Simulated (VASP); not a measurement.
Wanted: the native input for a VASP 6.6.1 run.

| Property | Result |
| --- | --- |
| Task | single point |
| Functional | PBE |
| Potentials or basis | VASP PAW PBE potentials, release 64 (Be) |
| Cutoff | 520 eV |
| k mesh | 8 × 8 × 4 |
| Occupations | fermi-dirac, width 0.1 eV |
| Spin | no spin polarisation |
| Dipole correction | no |
| Further INCAR settings | ALGO = Normal; EDIFF = 1e-07; NBANDS = 9 |

The structure of Be lies in POSCAR:

```
Be
1.0
    2.2656737714      0.0000000000      0.0000000000
   -1.1328368857      1.9621310427      0.0000000000
    0.0000000000      0.0000000000      3.5587036811
Be
2
Direct
    0.3333333333      0.6666666667      0.2500000000
    0.6666666667      0.3333333333      0.7500000000
```

One way to write it, as run:

INCAR

```
  ALGO = Normal
  EDIFF = 1E-7
  ENCUT = 520
  GGA = PE
  ISIF = 2
  ISMEAR = -1
  LASPH = T
  LCHARG = T
  LELF = T
  LREAL = F
  LVHAR = T
  LWAVE = F
  NBANDS = 9
  NELM = 100
  PREC = Accurate
  SIGMA = 0.1
```

KPOINTS

```
k-points
0
Gamma
  8 8 4
```

Potentials or basis: VASP PAW PBE potentials, release 64 (Be).

Launch:

```sh
$ cat potpaw_PBE.64/Be/POTCAR > POTCAR
$ mpirun -np 1 vasp_std > vasp.out
```

It gave:

```yaml
Pressure: 0.2 GPa
Band_gap_on_the_k_mesh: zero (band 2 reaches 7.82 eV, above the bottom of band 3 at 7.79 eV)
```

Caveat: the k points lie up to 0.44 Å⁻¹ apart.

It took 3.1 s on 1 thread of Intel(R) Xeon(R) Platinum 8488C (Sapphire Rapids), on a shared host, peak memory 0.12 GiB.
